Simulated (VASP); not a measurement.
# InSb3 (Fm-3m) in VASP: notebook

InSb3 is run at these levels: PBE, LDA; tasks: single point.

All numbers are computed with VASP 6.6.1; they aren't measurements. Logs are shortened: lines on timing, memory, paths and dates and some standing lists are left out, and cuts for length are marked.

## 1. The cell of the first run

It takes space group Fm-3m (No. 225, cubic). The conventional cell has a = 7.589 Å, b = 7.589 Å, c = 7.589 Å, α = 90.00°, β = 90.00°, γ = 90.00°. Sb (site symmetry m-3m) has 8 Sb at 3.29 Å and 6 In at 3.79 Å within 4.3 Å. Within 4.3 Å of Sb (site symmetry -43m) lie 4 In at 3.29 Å and 10 Sb at 3.29 to 3.79 Å. In (site symmetry m-3m) has 14 Sb at 3.29 to 3.79 Å within 4.3 Å.

## 2. Single point, PBE

INCAR reads:

```
ALGO = Normal
EDIFF = 1E-6
ENCUT = 520
GGA = PE
ISIF = 2
ISMEAR = -1
LASPH = T
LCHARG = F
LREAL = F
LWAVE = F
NBANDS = 22
NELM = 100
PREC = Accurate
SIGMA = 0.05
```

KPOINTS reads:

```
k-points
0
Gamma
  6 6 6
```

POSCAR reads:

```
InSb3
1.0
    0.0000000000      3.7945550000      3.7945550000
    3.7945550000      0.0000000000      3.7945550000
    3.7945550000      3.7945550000      0.0000000000
Sb In
3 1
Direct
    0.5000000000      0.5000000000      0.5000000000
    0.7500000000      0.7500000000      0.7500000000
    0.2500000000      0.2500000000      0.2500000000
    0.0000000000      0.0000000000      0.0000000000
```

Potentials or basis: VASP PAW PBE potentials, release 64 (Sb, In_d).

On the command line:

```bash
cat potpaw_PBE.64/Sb/POTCAR potpaw_PBE.64/In_d/POTCAR > POTCAR
mpirun -np 1 vasp_std > vasp.out
```

OUTCAR:

```text
EDIFF = 1E-6
   ENCUT = 520
   GGA = PE
   ISIF = 2
   ISMEAR = -1
   LASPH = T
   LREAL = F
   NELM = 100
   PREC = Accurate

 ion  position               nearest neighbor table
   1  0.500  0.500  0.500-   2 3.29   3 3.29   3 3.29   3 3.29   3 3.29   2 3.29   2 3.29   2 3.29
                             4 3.79   4 3.79   4 3.79   4 3.79   4 3.79   4 3.79
   2  0.750  0.750  0.750-   1 3.29   4 3.29   1 3.29   1 3.29   1 3.29   4 3.29   4 3.29   4 3.29

   3  0.250  0.250  0.250-   1 3.29   4 3.29   4 3.29   4 3.29   4 3.29   1 3.29   1 3.29   1 3.29

   4  0.000  0.000  0.000-   2 3.29   3 3.29   2 3.29   2 3.29   2 3.29   3 3.29   3 3.29   3 3.29
                             1 3.79   1 3.79   1 3.79   1 3.79   1 3.79   1 3.79

  LATTYP: Found a face centered cubic cell.
 ALAT       =     7.5891100000

  Lattice vectors:

 A1 = (   0.0000000000,   3.7945550000,   3.7945550000)
 A2 = (   3.7945550000,   0.0000000000,   3.7945550000)
 A3 = (   3.7945550000,   3.7945550000,   0.0000000000)

Analysis of symmetry for initial positions (statically):
=====================================================================
 Subroutine PRICEL returns:
 Original cell was already a primitive cell.

 Routine SETGRP: Setting up the symmetry group for a
 face centered cubic supercell.

 Subroutine GETGRP returns: Found 48 space group operations
 (whereof 48 operations were pure point group operations)
 out of a pool of 48 trial point group operations.

The static configuration has the point symmetry O_h .

Analysis of symmetry for dynamics (positions and initial velocities):
=====================================================================
 Subroutine PRICEL returns:
 Original cell was already a primitive cell.

 Routine SETGRP: Setting up the symmetry group for a
 face centered cubic supercell.

 Subroutine GETGRP returns: Found 48 space group operations
 (whereof 48 operations were pure point group operations)
 out of a pool of 48 trial point group operations.

The dynamic configuration has the point symmetry O_h .

 Subroutine INISYM returns: Found 48 space group operations
 (whereof 48 operations are pure point group operations),
 and found     1 'primitive' translations

----------------------------------------------------------------------------------------

                                     Primitive cell

  volume of cell :     109.2729

  direct lattice vectors                    reciprocal lattice vectors
     0.000000000  3.794555000  3.794555000    -0.131767757  0.131767757  0.131767757
     3.794555000  0.000000000  3.794555000     0.131767757 -0.131767757  0.131767757
     3.794555000  3.794555000  0.000000000     0.131767757  0.131767757 -0.131767757

  length of vectors
     5.366311144  5.366311144  5.366311144     0.228228449  0.228228449  0.228228449

  position of ions in fractional coordinates (direct lattice)
     0.500000000  0.500000000  0.500000000
     0.750000000  0.750000000  0.750000000
     0.250000000  0.250000000  0.250000000
     0.000000000  0.000000000  0.000000000

  ion indices of the primitive-cell ions
   primitive index   ion index
                 1           1
                 2           2
                 3           3
                 4           4

----------------------------------------------------------------------------------------

 KPOINTS: k-points

Automatic generation of k-mesh.
 Grid dimensions read from file:
 generate k-points for:    6    6    6

 Generating k-lattice:

  Cartesian coordinates                     Fractional coordinates (reciprocal lattice)
    -0.021961293  0.021961293  0.021961293     0.166666667  0.000000000  0.000000000
     0.021961293 -0.021961293  0.021961293     0.000000000  0.166666667  0.000000000
     0.021961293  0.021961293 -0.021961293     0.000000000  0.000000000  0.166666667

  Length of vectors
     0.038038075  0.038038075  0.038038075

  Shift w.r.t. Gamma in fractional coordinates (k-lattice)
     0.000000000  0.000000000  0.000000000

 Subroutine IBZKPT returns following result:
 ===========================================

 Found     16 irreducible k-points:

 Following reciprocal coordinates:
            Coordinates               Weight
  0.000000  0.000000  0.000000      1.000000
  0.166667  0.000000  0.000000      8.000000
  0.333333  0.000000  0.000000      8.000000
  0.500000  0.000000  0.000000      4.000000
  0.166667  0.166667  0.000000      6.000000
  0.333333  0.166667  0.000000     24.000000
[... 8 lines left out ...]
 -0.333333  0.333333  0.166667     24.000000
 -0.333333  0.500000  0.166667     12.000000
   k-points           NKPTS =     16   k-points in BZ     NKDIM =     16   number of bands    NBANDS=     22
   number of dos      NEDOS =    301   number of ions     NIONS =      4
   total plane-waves  NPLWV =  64000
   dimension x,y,z NGX =    40 NGY =   40 NGZ =   40
   dimension x,y,z NGXF=    80 NGYF=   80 NGZF=   80
   ions per type =               3   1
   NGX,Y,Z   is equivalent  to a cutoff of  12.39, 12.39, 12.39 a.u.
   NGXF,Y,Z  is equivalent  to a cutoff of  24.78, 24.78, 24.78 a.u.
 SYSTEM =  unknown system
   PREC   = accura    normal or accurate (medium, high low for compatibility)
   ISTART =      0    job   : 0-new  1-cont  2-samecut
   ICHARG =      2    charge: 1-file 2-atom 10-const
   ISPIN  =      1    spin polarized calculation?
   LNONCOLLINEAR =      F non collinear calculations
   LSORBIT =      F    spin-orbit coupling
   LASPH  =      T    aspherical Exc in radial PAW
   ENCUT  =  520.0 eV  38.22 Ry    6.18 a.u.   9.98  9.98  9.98*2*pi/ulx,y,z
   NELM   =    100;   NELMIN=  2; NELMDL= -5     # of ELM steps
   EDIFF  = 0.1E-05   stopping-criterion for ELM
   LREAL  =      F    real-space projection
[... 7 lines left out ...]
   TEBEG  =    0.0;   TEEND  =   0.0 temperature during run
   PSTRESS=    0.0 pullay stress
   NELECT =      28.0000    total number of electrons
   NUPDOWN=      -1.0000    fix difference up-down
   EMIN   =  10.00;   EMAX   =-10.00  energy-range for DOS
   EFERMI =   0.00;   METHOD = LEGACY
   ISMEAR =    -1;   SIGMA  =   0.05  broadening in eV -4-tet -1-fermi 0-gaus
   EFERMI_NEDOS =   21; number of points for ismear=-14 and -15
   IALGO  =     38    algorithm
   IMIX   =      4    mixing-type and parameters
     AMIX     =   0.40;   BMIX     =  1.00
     AMIX_MAG =   1.60;   BMIX_MAG =  1.00
  volume/ion in A,a.u.               =      27.32       184.35
  Fermi-wavevector in a.u.,A,eV,Ry     =   1.039816  1.964968 14.710866  1.081218
  Thomas-Fermi vector in A             =   2.174364
   LORBIT       =      0    0 simple, 1 ext, 2 COOP (PROOUT), +10 PAW based schemes
   GGA     = PE    functional components
   LHFCALC =     F    Hartree Fock is set to
   AEXX    =    0.0000 exact exchange contribution
   IVDW    =     0    specifies the selected vdW correction
   LEPSILON=     F    determine dielectric tensor
   LRPA    =     F    only Hartree local field effects (RPA)
 non-spin polarized calculation
  energy-cutoff  :      520.00
  volume of cell :      109.27
 maximum number of plane-waves:      2956
   NGX = 19   NGY = 19   NGZ = 19

 number of electron      27.9999991 magnetization

 Free energy of the ion-electron system (eV)
  ---------------------------------------------------
  ext. energy  EPLUGINS =         0.00000000
  ---------------------------------------------------
  free energy    TOTEN  =       -14.24675874 eV

  energy without entropy =      -14.21588907  energy(sigma->0) =      -14.23132391

 E-fermi :   8.0992     XC(G=0): -10.1369

 val. band max:        7.9804029525   @ k =   0.5000   0.3333   0.0000
 cond. band min:       8.1419489991   @ k =   0.3333   0.1667   0.0000
 fundamental gap:      0.1615460466
 Fermi energy:         8.0992286932

 k-point     1 :       0.0000    0.0000    0.0000
  band No.  band energies     occupation
      1      -6.6172      2.00000
      2      -6.6172      2.00000
      3      -6.6172      2.00000
      4      -6.5871      2.00000
      5      -6.5871      2.00000
      6      -4.2492      2.00000
[... 14 lines left out ...]
     21      14.6795      0.00000
     22      14.6795      0.00000

 k-point     2 :       0.1667    0.0000    0.0000
  band No.  band energies     occupation
      1      -6.6205      2.00000
      2      -6.6157      2.00000
      3      -6.6157      2.00000
      4      -6.5875      2.00000
      5      -6.5875      2.00000
      6      -4.0445      2.00000
[... 14 lines left out ...]
     21      13.0806      0.00000
     22      14.1788      0.00000

 k-point     3 :       0.3333    0.0000    0.0000
  band No.  band energies     occupation
      1      -6.6279      2.00000
      2      -6.6131      2.00000
      3      -6.6131      2.00000
      4      -6.5880      2.00000
      5      -6.5880      2.00000
      6      -3.4490      2.00000
[... 14 lines left out ...]
     21      12.5045      0.00000
     22      14.1658      0.00000

 k-point     4 :       0.5000    0.0000    0.0000
  band No.  band energies     occupation
      1      -6.6319      2.00000
      2      -6.6120      2.00000
      3      -6.6120      2.00000
      4      -6.5880      2.00000
      5      -6.5880      2.00000
      6      -2.7903      2.00000
[... 14 lines left out ...]
     21      13.6783      0.00000
     22      16.2874      0.00000

 k-point     5 :       0.1667    0.1667    0.0000
  band No.  band energies     occupation
      1      -6.6229      2.00000
      2      -6.6144      2.00000
      3      -6.6144      2.00000
      4      -6.5894      2.00000
      5      -6.5865      2.00000
      6      -3.9760      2.00000
[... 217 lines left out ...]
 k-point    14 :       0.5000    0.3333    0.1667
  band No.  band energies     occupation
      1      -6.6290      2.00000
      2      -6.6153      2.00000
      3      -6.6087      2.00000
      4      -6.5934      2.00000
      5      -6.5868      2.00000
      6      -2.9250      2.00000
[... 14 lines left out ...]
     21      12.7980      0.00000
     22      14.0226      0.00000

 k-point    15 :      -0.3333    0.3333    0.1667
  band No.  band energies     occupation
      1      -6.6254      2.00000
      2      -6.6207      2.00000
      3      -6.6072      2.00000
      4      -6.5939      2.00000
      5      -6.5875      2.00000
      6      -2.2492      2.00000
[... 14 lines left out ...]
     21      12.9688      0.00000
     22      15.5810      0.00000

 k-point    16 :      -0.3333    0.5000    0.1667
  band No.  band energies     occupation
      1      -6.6323      2.00000
      2      -6.6148      2.00000
      3      -6.6054      2.00000
      4      -6.5968      2.00000
      5      -6.5863      2.00000
      6      -1.7993      2.00000
[... 14 lines left out ...]
     21      12.3662      0.00000
     22      14.7582      0.00000

------------------------ aborting loop because EDIFF is reached ----------------------------------------

  FORCE on cell =-STRESS in cart. coord.  units (eV):
  Direction    XX          YY          ZZ          XY          YZ          ZX
  --------------------------------------------------------------------------------------
  -------------------------------------------------------------------------------------
  Total       -0.1821611     -0.1821611     -0.1821611     -0.0000000     -0.0000000      0.0000000
  in kB       -2.6708751     -2.6708751     -2.6708751     -0.0000000     -0.0000000      0.0000000
  external PRESSURE =      -2.6708751 kB  Pullay stress =       0.0000000 kB

 VOLUME and BASIS-vectors are now :
 -----------------------------------------------------------------------------
  energy-cutoff  :      520.00
  volume of cell :      109.27
      direct lattice vectors                 reciprocal lattice vectors
     0.000000000  3.794555000  3.794555000    -0.131767757  0.131767757  0.131767757
     3.794555000  0.000000000  3.794555000     0.131767757 -0.131767757  0.131767757
     3.794555000  3.794555000  0.000000000     0.131767757  0.131767757 -0.131767757

 POSITION                                       TOTAL-FORCE (eV/Angst)
 -----------------------------------------------------------------------------------
      3.79455      3.79455      3.79455        -0.000000      0.000000      0.000000
      5.69183      5.69183      5.69183         0.000000      0.000000      0.000000
      1.89728      1.89728      1.89728        -0.000000     -0.000000     -0.000000
      0.00000      0.00000      0.00000        -0.000000      0.000000      0.000000
 -----------------------------------------------------------------------------------
    total drift:                               -0.000000      0.000000      0.000000

  FREE ENERGIE OF THE ION-ELECTRON SYSTEM (eV)
  ---------------------------------------------------
  free  energy   TOTEN  =       -14.2467587447 eV

  energy  without entropy=      -14.2158890746  energy(sigma->0) =      -14.23132391
```

Run time: 71 s. Hardware: 1 thread of Intel Xeon 8259CL, shared host; peak memory 0.25 GiB.

What came out:

| Quantity | Value |
| --- | --- |
| Free energy | -14.2468 eV |
| Pressure | -0.3 GPa |
| Band gap on the k mesh | zero (bands 14 and 15 overlap by 3.43 eV) |

Levels at points of the mesh, in eV from the Fermi level:
```
           k point  band 11  band 12  band 13  band 14  band 15  band 16  band 17  band 18
(0.00, 0.00, 0.00)    -2.58    -2.49    -2.49    -2.49    -2.47    -0.81    -0.81    -0.81
(0.50, 0.00, 0.00)    -3.53    -2.72    -2.72    -0.36    -0.22     1.81     1.81     2.93
(0.50, 0.50, 0.00)    -5.17     0.23     0.80     0.80     1.12     1.61     1.68     1.68
```

Caveat: spin-orbit coupling is left out, which moves the levels of the heavy elements.

## 3. Single point, LDA

This run uses another cell than the first one, of 27.86 Å³/atom.

INCAR reads:

```
PREC = Accurate
ENCUT = 520
EDIFF = 1E-6
ISMEAR = -1
SIGMA = 0.05
LREAL = F
LASPH = T
NELM = 80
ALGO = Normal
ISIF = 2
LWAVE = F
LCHARG = F
NBANDS = 22
```

KPOINTS reads:

```
Automatic mesh
0
Gamma
  6 6 6
```

POSCAR reads:

```
InSb3
1.0
    0.0000000000      3.8196852357      3.8196852357
    3.8196852357      0.0000000000      3.8196852357
    3.8196852357      3.8196852357      0.0000000000
Sb In
3 1
Direct
    0.5000000000      0.5000000000      0.5000000000
    0.7500000000      0.7500000000      0.7500000000
    0.2500000000      0.2500000000      0.2500000000
    0.0000000000      0.0000000000      0.0000000000
```

Potentials or basis: VASP PAW LDA potentials, release 64 (Sb, In_d).

On the command line:

```bash
cat potpaw_LDA.64/Sb/POTCAR potpaw_LDA.64/In_d/POTCAR > POTCAR
mpirun -np 1 vasp_std > vasp.out
```

OUTCAR:

```text
PREC = Accurate
   ENCUT = 520
   EDIFF = 1E-6
   ISMEAR = -1
   LREAL = F
   LASPH = T
   NELM = 80
   ISIF = 2

 ion  position               nearest neighbor table
   1  0.500  0.500  0.500-   3 3.31   3 3.31   3 3.31   2 3.31   3 3.31   2 3.31   2 3.31   2 3.31
                             4 3.82   4 3.82   4 3.82   4 3.82   4 3.82   4 3.82
   2  0.750  0.750  0.750-   1 3.31   1 3.31   1 3.31   1 3.31   4 3.31   4 3.31   4 3.31   4 3.31

   3  0.250  0.250  0.250-   4 3.31   4 3.31   4 3.31   1 3.31   4 3.31   1 3.31   1 3.31   1 3.31

   4  0.000  0.000  0.000-   2 3.31   2 3.31   2 3.31   2 3.31   3 3.31   3 3.31   3 3.31   3 3.31
                             1 3.82   1 3.82   1 3.82   1 3.82   1 3.82   1 3.82

  LATTYP: Found a face centered cubic cell.
 ALAT       =     7.6393704714

  Lattice vectors:

 A1 = (   0.0000000000,   3.8196852357,   3.8196852357)
 A2 = (   3.8196852357,   0.0000000000,   3.8196852357)
 A3 = (   3.8196852357,   3.8196852357,   0.0000000000)

Analysis of symmetry for initial positions (statically):
=====================================================================
 Subroutine PRICEL returns:
 Original cell was already a primitive cell.

[... 165 lines left out ...]
 val. band max:        7.5730299566   @ k =   0.5000   0.3333   0.0000
 cond. band min:       7.6607411979   @ k =   0.5000   0.1667   0.0000
 fundamental gap:      0.0877112413
 Fermi energy:         7.6559180070

 k-point     1 :       0.0000    0.0000    0.0000
  band No.  band energies     occupation
      1      -6.9186      2.00000
      2      -6.9186      2.00000
      3      -6.9186      2.00000
      4      -6.8891      2.00000
      5      -6.8891      2.00000
      6      -4.5386      2.00000
[... 389 lines left out ...]
     21      11.8630      0.00000
     22      14.3123      0.00000

------------------------ aborting loop because EDIFF is reached ----------------------------------------

  FORCE on cell =-STRESS in cart. coord.  units (eV):
  Direction    XX          YY          ZZ          XY          YZ          ZX
  --------------------------------------------------------------------------------------
  -------------------------------------------------------------------------------------
  Total       -3.4904573     -3.4904573     -3.4904573      0.0000000      0.0000000      0.0000000
  in kB      -50.1741692    -50.1741692    -50.1741692      0.0000000      0.0000000      0.0000000
  external PRESSURE =     -50.1741692 kB  Pullay stress =       0.0000000 kB

 VOLUME and BASIS-vectors are now :
 -----------------------------------------------------------------------------
  energy-cutoff  :      520.00
  volume of cell :      111.46
      direct lattice vectors                 reciprocal lattice vectors
     0.000000000  3.819685236  3.819685236    -0.130900838  0.130900838  0.130900838
     3.819685236  0.000000000  3.819685236     0.130900838 -0.130900838  0.130900838
     3.819685236  3.819685236  0.000000000     0.130900838  0.130900838 -0.130900838

 POSITION                                       TOTAL-FORCE (eV/Angst)
 -----------------------------------------------------------------------------------
      3.81969      3.81969      3.81969        -0.000000      0.000000      0.000000
      5.72953      5.72953      5.72953         0.000000      0.000000      0.000000
      1.90984      1.90984      1.90984        -0.000000     -0.000000     -0.000000
      0.00000      0.00000      0.00000        -0.000000      0.000000      0.000000
 -----------------------------------------------------------------------------------
    total drift:                               -0.000000      0.000000      0.000000

  FREE ENERGIE OF THE ION-ELECTRON SYSTEM (eV)
  ---------------------------------------------------
  free  energy   TOTEN  =       -16.8788972016 eV

  energy  without entropy=      -16.8465675455  energy(sigma->0) =      -16.86273237
```

OSZICAR:

```text
N       E                     dE             d eps       ncg     rms          rms(c)
DAV:   1     0.189789535427E+03    0.18979E+03   -0.10892E+04   704   0.118E+03
DAV:   2    -0.112736573558E+01   -0.19092E+03   -0.18406E+03   806   0.291E+02
DAV:   3    -0.163890423966E+02   -0.15262E+02   -0.14840E+02   880   0.842E+01
DAV:   4    -0.169162756027E+02   -0.52723E+00   -0.52319E+00   784   0.170E+01
DAV:   5    -0.169422968191E+02   -0.26021E-01   -0.26019E-01  1080   0.381E+00    0.361E+00
DAV:   6    -0.168918997162E+02    0.50397E-01   -0.79603E-02   896   0.320E+00    0.202E+00
DAV:   7    -0.168798579387E+02    0.12042E-01   -0.30247E-02   924   0.137E+00    0.356E-01
DAV:   8    -0.168789302246E+02    0.92771E-03   -0.20264E-03   854   0.453E-01    0.113E-01
DAV:   9    -0.168788972966E+02    0.32928E-04   -0.21068E-04   806   0.103E-01    0.378E-02
DAV:  10    -0.168788972239E+02    0.72740E-07   -0.10878E-05   816   0.204E-02    0.786E-03
DAV:  11    -0.168788972016E+02    0.22263E-07   -0.12615E-06   496   0.880E-03
   1 F= -.16878897E+02 E0= -.16862732E+02  d E =-.323297E-01
```

stdout:

```text
POSCAR found type information on POSCAR SbIn
 POSCAR found :  2 types and       4 ions
 scaLAPACK will be used
 LDA part: xc-table for (Slater(with rela. corr.)+CA(PZ))
 , standard interpolation
 POSCAR, INCAR and KPOINTS ok, starting setup
 FFT: planning ... GRIDC
 FFT: planning ... GRID_SOFT
 FFT: planning ... GRID
 WAVECAR not read
 entering main loop
```

It took 51 s on 1 thread of Intel Xeon 8259CL, shared host; peak memory 0.21 GiB.

Results:

| Item | Value |
| --- | --- |
| Free energy | -16.8789 eV |
| Pressure | -5.0 GPa |
| Band gap on the k mesh | zero (bands 14 and 15 overlap by 3.33 eV) |

Caveat: the cell stands under tension; spin-orbit coupling is left out, which moves the levels of the heavy elements.

(Part 1 of 2 ends here.)

The gap in the log of VASP goes by the Fermi energy; the results here count the filled bands.